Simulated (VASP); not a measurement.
Input of a VASP 6.6.1 run:

The input INCAR:

```
PREC = Accurate
ENCUT = 520
EDIFF = 1E-7
ISMEAR = 0
SIGMA = 0.1
LREAL = False
LASPH = True
NELM = 100
ALGO = Normal
ISIF = 2
LWAVE = False
LCHARG = False
GGA = PE
NBANDS = 25
```

Contents of KPOINTS:

```
Automatic mesh
0
Gamma
  12 12 6
```

File POSCAR:

```
CaBr
1.0
    3.9494528321      0.0000000000      0.0000000000
   -1.9747264160      3.4203264837      0.0000000000
    0.0000000000      0.0000000000      9.6433030645
Ca Br
2 2
Direct
    0.3333333300      0.6666666700      0.3250035172
    0.6666666700      0.3333333300      0.8250035172
    0.3333333300      0.6666666700      0.0499964828
    0.6666666700      0.3333333300      0.5499964828
```

Potentials or basis: VASP PAW PBE potentials, release 64 (Ca_sv, Br).

Command:

```bash
$ cat potpaw_PBE.64/Ca_sv/POTCAR potpaw_PBE.64/Br/POTCAR > POTCAR
$ mpirun -np 1 vasp_std > vasp.out
```

Question: Estimate the largest force.

Answer: 1.018 eV/Å.

Question: Predict the band gap on the k mesh.

Answer: Zero (bands 17 and 18 overlap by 1.79 eV).

Question: Estimate the pressure.

Answer: 2.5 GPa.

Stress tensor (GPa, compression positive):
```
1.28 0.00 0.00
0.00 1.28 0.00
0.00 0.00 4.83
```

Caveat: the cell differs from its parent crystal (strained); forces of over 1 eV/Å act on the atoms, so gaps and moduli don't describe the material at rest.
